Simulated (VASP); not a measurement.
Set up this calculation in VASP 6.6.1, as the native input.

- Task: relaxation of cell and atoms
- Functional: PBEsol
- Potentials or basis: VASP PAW PBE potentials, release 64 (Ta_pv, N)
- Cutoff: 600 eV
- k mesh: 5 × 5 × 5
- Occupations: fermi-dirac, width 0.1 eV
- Spin: no spin polarisation
- Dipole correction: no
- Further INCAR settings: ALGO = Normal; EDIFF = 1e-07; IBRION = 2; EDIFFG = -0.03; NSW = 80; ISIF = 3

The structure of TaN lies in POSCAR:

```
TaN
1.0
    4.3740966116      0.0000000000      0.0000000000
    0.0000000000      4.3740966116      0.0000000000
    0.0000000000      0.0000000000      4.3740966116
Ta N
4 4
Direct
    0.0000000000      0.0000000000      0.0000000000
    0.0000000000      0.5000000000      0.5000000000
    0.5000000000      0.0000000000      0.5000000000
    0.5000000000      0.5000000000      0.0000000000
    0.5000000000      0.5000000000      0.5000000000
    0.0000000000      0.0000000000      0.5000000000
    0.0000000000      0.5000000000      0.0000000000
    0.5000000000      0.0000000000      0.0000000000
```

One way to write it, as run:

INCAR

```
SYSTEM = TaN
ALGO     = Normal         ! electronic algorithm
EDIFF    = 1E-7           ! SCF threshold, eV
EDIFFG   = -0.03          ! ionic threshold
ENCUT    = 600            ! plane-wave cutoff, eV
GGA      = PS             ! functional
GGA_COMPAT= .False.      
IBRION   = 2              ! ionic algorithm
ISIF     = 3              ! what is computed and relaxed
ISMEAR   = -1             ! smearing method
LASPH    = .True.         ! aspherical terms in the spheres
LCHARG   = .False.        ! write CHGCAR
LREAL    = .False.        ! projectors in reciprocal space
LWAVE    = .False.        ! write WAVECAR
NELM     = 120            ! most SCF steps
NELMIN   = 4            
NSW      = 80             ! ionic steps
PREC     = Accurate       ! precision mode
SIGMA    = 0.1            ! smearing width, eV
```

KPOINTS

```
k-points
0
Gamma
  5 5 5
  0 0 0
```

Potentials or basis: VASP PAW PBE potentials, release 64 (Ta_pv, N).

Run with:

```bash
$ cat potpaw_PBE.64/Ta_pv/POTCAR potpaw_PBE.64/N/POTCAR > POTCAR
$ mpirun -np 1 vasp_std > vasp.out
```

It gave:

```
Relaxed volume                        : 10.49 Å³/atom
Relaxed cell                          : a = 4.378 Å, b = 4.378 Å, c = 4.378 Å, α = 90.00°, β = 90.00°, γ = 90.00°
Space group after relaxing (to 0.1 Å) : Fm-3m (No. 225)
Energy gained by relaxing             : 0.1 meV/atom
Ionic steps                           : 3
Pressure after relaxing               : 0.0 GPa
Band gap on the k mesh                : zero (bands 32 and 33 overlap by 3.13 eV)
```

Caveat: the PAW data sets were made with another functional, which shifts forces and pressure a little; spin-orbit coupling is left out, which moves the levels of the heavy elements.

It took 41 s on 1 thread of Intel(R) Xeon(R) 6975P-C (Granite Rapids) (shared host), peak memory 0.22 GiB.
